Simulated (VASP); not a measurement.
A run of VASP 6.6.1 is set up as follows.

Contents of INCAR:

```
SYSTEM = HgTe
  ALGO = Normal
  EDIFF = 1E-6
  ENCUT = 520
  GGA = PS
  ISIF = 2
  ISMEAR = 0
  LASPH = .True.
  LCHARG = .True.
  LELF = .True.
  LREAL = .False.
  LVHAR = .True.
  LWAVE = .False.
  NBANDS = 16
  NELM = 60
  PREC = Accurate
  SIGMA = 0.15
```

KPOINTS

```
k-points
0
Gamma
  16 16 16
  0 0 0
```

File POSCAR:

```
HgTe
1.0
    0.0000000000      3.0930919152      3.4186805378
    3.0930919152      0.0000000000      3.4186805378
    3.0930919152      3.0930919152      0.0000000000
Hg Te
1 1
Direct
    0.0000000000      0.0000000000      0.0000000000
    0.7500000000      0.7500000000      0.7500000000
```

Potentials or basis: VASP PAW PBE potentials, release 64 (Hg, Te).

The run is started by

```bash
$ cat potpaw_PBE.64/Hg/POTCAR potpaw_PBE.64/Te/POTCAR > POTCAR
$ mpirun -np 1 vasp_std > vasp.out
```

Problem. What does it give for the pressure?

Solution. 2.5 GPa.

Problem. What does it give for the band gap on the k mesh?

Solution. Zero (filled and empty bands touch).

Stress tensor (GPa, compression positive):
```
3.07 0.00 0.00
0.00 3.07 0.00
0.00 0.00 1.32
```

Caveat: the cell differs from its parent crystal (strain -0.050 along x and y, +0.050 along z); semilocal functionals underestimate gaps, and a narrow one can read as zero; the PAW data sets were made with another functional, which shifts forces and pressure a little; spin-orbit coupling is left out, which moves the levels of the heavy elements.
